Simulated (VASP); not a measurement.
# Ir in VASP: notebook, part 3 of 3

VASP 6.6.1. The steps go on from the part before.

### Step 6. Electric field gradients, PBE (zz strain of +3 %)

Contents of INCAR:

```
PREC = Accurate
ENCUT = 520
EDIFF = 1E-8
ISMEAR = -1
SIGMA = 0.05
LREAL = F
LASPH = T
NELM = 80
ALGO = Normal
ISIF = 2
LWAVE = F
LCHARG = F
GGA = PE
LEFG = T
NBANDS = 10
```

Contents of KPOINTS:

```
Automatic mesh
0
Gamma
  15 15 15
```

Contents of POSCAR:

```
Ir
1.0
    0.0000000000      1.9197000000      1.9772910000
    1.9197000000      0.0000000000      1.9772910000
    1.9197000000      1.9197000000      0.0000000000
Ir
1
Direct
    0.0000000000      0.0000000000      0.0000000000
```

Potentials or basis: VASP PAW PBE potentials, release 64 (Ir).

Run with:

```
$ cat potpaw_PBE.64/Ir/POTCAR > POTCAR
$ mpirun -np 1 vasp_std > vasp.out
```

OUTCAR:

```text
PREC = Accurate
   ENCUT = 520
   EDIFF = 1E-8
   ISMEAR = -1
   LREAL = F
   LASPH = T
   NELM = 80
   ISIF = 2
   GGA = PE

 ion  position               nearest neighbor table
   1  0.000  0.000  0.000-

  LATTYP: Found a body centered tetragonal cell.
 ALAT       =     2.7148657757
 C/A-ratio  =     1.4566399692

  Lattice vectors:

 A1 = (  -1.9197000000,   0.0000000000,   1.9772910000)
 A2 = (   1.9197000000,   0.0000000000,   1.9772910000)
 A3 = (   0.0000000000,   1.9197000000,  -1.9772910000)

Analysis of symmetry for initial positions (statically):
=====================================================================
 Subroutine PRICEL returns:
 Original cell was already a primitive cell.

 Routine SETGRP: Setting up the symmetry group for a
 body centered tetragonal supercell.

 Subroutine GETGRP returns: Found 16 space group operations
 (whereof 16 operations were pure point group operations)
 out of a pool of 16 trial point group operations.

The static configuration has the point symmetry D_4h.

Analysis of symmetry for dynamics (positions and initial velocities):
=====================================================================
 Subroutine PRICEL returns:
 Original cell was already a primitive cell.

 Routine SETGRP: Setting up the symmetry group for a
 body centered tetragonal supercell.

 Subroutine GETGRP returns: Found 16 space group operations
 (whereof 16 operations were pure point group operations)
 out of a pool of 16 trial point group operations.

The dynamic configuration has the point symmetry D_4h.

 Subroutine INISYM returns: Found 16 space group operations
 (whereof 16 operations are pure point group operations),
 and found     1 'primitive' translations

----------------------------------------------------------------------------------------

                                     Primitive cell

  volume of cell :      14.5736

  direct lattice vectors                    reciprocal lattice vectors
     0.000000000  1.919700000  1.977291000    -0.260457363  0.260457363  0.252871226
     1.919700000  0.000000000  1.977291000     0.260457363 -0.260457363  0.252871226
     1.919700000  1.919700000  0.000000000     0.260457363  0.260457363 -0.252871226

  length of vectors
     2.755889655  2.755889655  2.714865776     0.446788466  0.446788466  0.446788466

  position of ions in fractional coordinates (direct lattice)
     0.000000000  0.000000000  0.000000000

  ion indices of the primitive-cell ions
   primitive index   ion index
                 1           1

----------------------------------------------------------------------------------------

 KPOINTS: Automatic mesh

Automatic generation of k-mesh.
 Grid dimensions read from file:
 generate k-points for:   15   15   15

 Generating k-lattice:

  Cartesian coordinates                     Fractional coordinates (reciprocal lattice)
[... 62 lines left out ...]
   EDIFFG = 0.1E-06   stopping-criterion for IOM
   NSW    =      0    number of steps for IOM
   IBRION =     -1    ionic relax: 0-MD 1-quasi-New 2-CG
   NFREE  =      0    steps in history (QN), initial steepest desc. (CG)
   ISIF   =      2    stress and relaxation
   ISYM   =      2    0-nonsym 1-usesym 2-fastsym
   POTIM  = 0.5000    time-step for ionic-motion
   TEBEG  =    0.0;   TEEND  =   0.0 temperature during run
   PSTRESS=    0.0 pullay stress
   NELECT =       9.0000    total number of electrons
   NUPDOWN=      -1.0000    fix difference up-down
   EMIN   =  10.00;   EMAX   =-10.00  energy-range for DOS
   EFERMI =   0.00;   METHOD = LEGACY
   ISMEAR =    -1;   SIGMA  =   0.05  broadening in eV -4-tet -1-fermi 0-gaus
   EFERMI_NEDOS =   21; number of points for ismear=-14 and -15
   IALGO  =     38    algorithm
   IMIX   =      4    mixing-type and parameters
     AMIX     =   0.40;   BMIX     =  1.00
     AMIX_MAG =   1.60;   BMIX_MAG =  1.00
  volume/ion in A,a.u.               =      14.57        98.35
  Fermi-wavevector in a.u.,A,eV,Ry     =   1.394119  2.634503 26.443851  1.943568
  Thomas-Fermi vector in A             =   2.517699
   LORBIT       =      0    0 simple, 1 ext, 2 COOP (PROOUT), +10 PAW based schemes
   GGA     = PE    functional components
   LHFCALC =     F    Hartree Fock is set to
   AEXX    =    0.0000 exact exchange contribution
   IVDW    =     0    specifies the selected vdW correction
   LEPSILON=     F    determine dielectric tensor
   LRPA    =     F    only Hartree local field effects (RPA)
 non-spin polarized calculation
  energy-cutoff  :      520.00
  volume of cell :       14.57
 maximum number of plane-waves:       401
   NGX = 11   NGY = 11   NGZ = 11

 number of electron       8.9999999 magnetization

 Free energy of the ion-electron system (eV)
  ---------------------------------------------------
  ext. energy  EPLUGINS =         0.00000000
  ---------------------------------------------------
  free energy    TOTEN  =        -8.84950831 eV

  energy without entropy =       -8.84116307  energy(sigma->0) =       -8.84533569

 E-fermi :   9.9319     XC(G=0): -13.8119

 val. band max:        9.9133792121   @ k =  -0.4000   0.2667   0.2000
 cond. band min:       9.9328282697   @ k =  -0.1333   0.4667   0.4000
 fundamental gap:      0.0194490576
 Fermi energy:         9.9318626030

 k-point     1 :       0.0000    0.0000    0.0000
  band No.  band energies     occupation
      1      -0.9036      2.00000
      2       5.9370      2.00000
      3       6.3142      2.00000
      4       6.3142      2.00000
      5       8.4893      2.00000
      6       8.9912      2.00000
      7      24.2942      0.00000
      8      29.1052      0.00000
      9      29.9906      0.00000
     10      29.9906      0.00000
[... 287 lines left out ...]
 k-point    24 :       0.2000    0.1333    0.0000
  band No.  band energies     occupation
      1       0.6469      2.00000
      2       5.0453      2.00000
      3       6.9267      2.00000
      4       7.1595      2.00000
      5       7.6677      2.00000
      6       9.3754      1.99997
      7      26.8077      0.00000
      8      26.9346      0.00000
      9      29.9425      0.00000
     10      30.3488      0.00000

 [... further k-points ...]
[... 5 lines left out ...]
  --------------------------------------------------------------------------------------
  -------------------------------------------------------------------------------------
  Total        0.2168432      0.2168432     -0.7644091      0.0000000      0.0000000     -0.0000000
  in kB       23.8390556     23.8390556    -84.0367198      0.0000000      0.0000000     -0.0000000
  external PRESSURE =     -12.1195362 kB  Pullay stress =       0.0000000 kB

 VOLUME and BASIS-vectors are now :
 -----------------------------------------------------------------------------
  energy-cutoff  :      520.00
  volume of cell :       14.57
      direct lattice vectors                 reciprocal lattice vectors
     0.000000000  1.919700000  1.977291000    -0.260457363  0.260457363  0.252871226
     1.919700000  0.000000000  1.977291000     0.260457363 -0.260457363  0.252871226
     1.919700000  1.919700000  0.000000000     0.260457363  0.260457363 -0.252871226

 POSITION                                       TOTAL-FORCE (eV/Angst)
 -----------------------------------------------------------------------------------
      0.00000      0.00000      0.00000        -0.000000      0.000000      0.000000
 -----------------------------------------------------------------------------------
    total drift:                                0.000000      0.000000     -0.000000

  FREE ENERGIE OF THE ION-ELECTRON SYSTEM (eV)
  ---------------------------------------------------
  free  energy   TOTEN  =        -8.8495083099 eV

  energy  without entropy=       -8.8411630742  energy(sigma->0) =       -8.84533569

 Electric field gradients (V/A^2)
---------------------------------------------------------------------
 ion       V_xx      V_yy      V_zz      V_xy      V_xz      V_yz
---------------------------------------------------------------------
   1     -10.645   -10.645    21.290     0.000    -0.000    -0.000
---------------------------------------------------------------------

 Electric field gradients after diagonalization (V/A^2)
 (convention: |V_zz| > |V_xx| > |V_yy|)
----------------------------------------------------------------------
 ion       V_xx      V_yy      V_zz     asymmetry (V_yy - V_xx)/ V_zz
----------------------------------------------------------------------
   1     -10.645   -10.645    21.290       0.000
----------------------------------------------------------------------

           NMR quadrupolar parameters

 Cq : quadrupolar parameter    Cq=e*Q*V_zz/h
 eta: asymmetry parameters     (V_yy - V_xx)/ V_zz
 Q  : nuclear electric quadrupole moment in mb (millibarn)
----------------------------------------------------------------------
 ion       Cq(MHz)       eta       Q (mb)
----------------------------------------------------------------------
   1       0.051       0.000       1.000
----------------------------------------------------------------------
```

OSZICAR:

```text
N       E                     dE             d eps       ncg     rms          rms(c)
DAV:   1     0.475914417514E+02    0.47591E+02   -0.43298E+03  5808   0.817E+02
DAV:   2    -0.849580946582E+01   -0.56087E+02   -0.53171E+02  5936   0.194E+02
DAV:   3    -0.940936013896E+01   -0.91355E+00   -0.91100E+00  6722   0.301E+01
DAV:   4    -0.941774041134E+01   -0.83803E-02   -0.83787E-02  6576   0.270E+00
DAV:   5    -0.941790430013E+01   -0.16389E-03   -0.16389E-03  6596   0.361E-01    0.141E+01
DAV:   6    -0.893851111488E+01    0.47939E+00   -0.87860E-01  6440   0.114E+01    0.564E+00
DAV:   7    -0.885543470445E+01    0.83076E-01   -0.26400E-01  6816   0.575E+00    0.147E+00
DAV:   8    -0.885252063755E+01    0.29141E-02   -0.21099E-03  6236   0.479E-01    0.103E+00
DAV:   9    -0.884950148926E+01    0.30191E-02   -0.19038E-03  6478   0.602E-01    0.130E-02
DAV:  10    -0.884950729667E+01   -0.58074E-05   -0.10372E-05  7906   0.290E-02    0.249E-02
DAV:  11    -0.884950833307E+01   -0.10364E-05   -0.86178E-07  6346   0.107E-02    0.863E-04
DAV:  12    -0.884950830434E+01    0.28725E-07   -0.12135E-08  6402   0.101E-03    0.776E-04
DAV:  13    -0.884950830992E+01   -0.55786E-08   -0.20613E-09  3352   0.296E-04
   1 F= -.88495083E+01 E0= -.88453357E+01  d E =-.834524E-02
```

stdout:

```text
POSCAR found type information on POSCAR Ir
 POSCAR found :  1 types and       1 ions
 scaLAPACK will be used
 LDA part: xc-table for (Slater+PW92), standard interpolation
 POSCAR, INCAR and KPOINTS ok, starting setup
 FFT: planning ... GRIDC
 FFT: planning ... GRID_SOFT
 FFT: planning ... GRID
 WAVECAR not read
 entering main loop
ion   1
```

It took 30 s on 1 thread of Intel Xeon Platinum 8375C at 2.90GHz (Ice Lake), shared host; peak memory 0.16 GiB.

What came out:

```yaml
Free_energy: -8.8495 eV
Pressure: -1.2 GPa
```

Stress tensor (GPa, compression positive):
```
 2.38  0.00  0.00
 0.00  2.38  0.00
 0.00  0.00 -8.40
```

Levels at points of the mesh, in eV from the Fermi level:
```csv
k point,band 1,band 2,band 3,band 4,band 5,band 6,band 7,band 8,band 9
"(0.00, 0.00, 0.00)",-10.84,-3.99,-3.62,-3.62,-1.44,-0.94,14.36,19.17,20.06
```

Electric field gradients, principal values (V/Å²):
| atom | least | middle | greatest (by size) |
| --- | --- | --- | --- |
| 1 Ir | -10.645 | -10.645 | 21.290 |

Caveat: the cell differs from its parent crystal (zz strain of +3 %); without QUAD_EFG the Cq values of the log hold for a quadrupole moment of 1 mb, not for the nuclei; spin-orbit coupling is left out, which moves the levels of the heavy elements.

### Step 7. Overview

```csv
cell,gap on the mesh (eV),pressure (GPa)
"a = 2.729 Å, angles 59.3°, 1 atom",none,9.7
"a = 2.756 Å, angles 58.0°, 1 atom",none,10.9
"a = 2.728, b = 2.728, c = 2.715 Å, angles 60.2, 60.2, 59.7°, 1 atom",none,5.7
"a = 2.756, b = 2.756, c = 2.715 Å, angles 60.5, 60.5, 59.0°, 1 atom",none,-1.2
```

Alike in all rows: task electric field gradients; level PBE; potentials or basis VASP PAW PBE potentials, release 64 (Ir); no spin polarisation; k mesh 15 × 15 × 15; cutoff (eV) 520; smearing fermi-dirac 0.05 eV.

Caveats: spin-orbit coupling is left out, which moves the levels of the heavy elements.

Absolute energies hang on the potentials; compare differences alone.
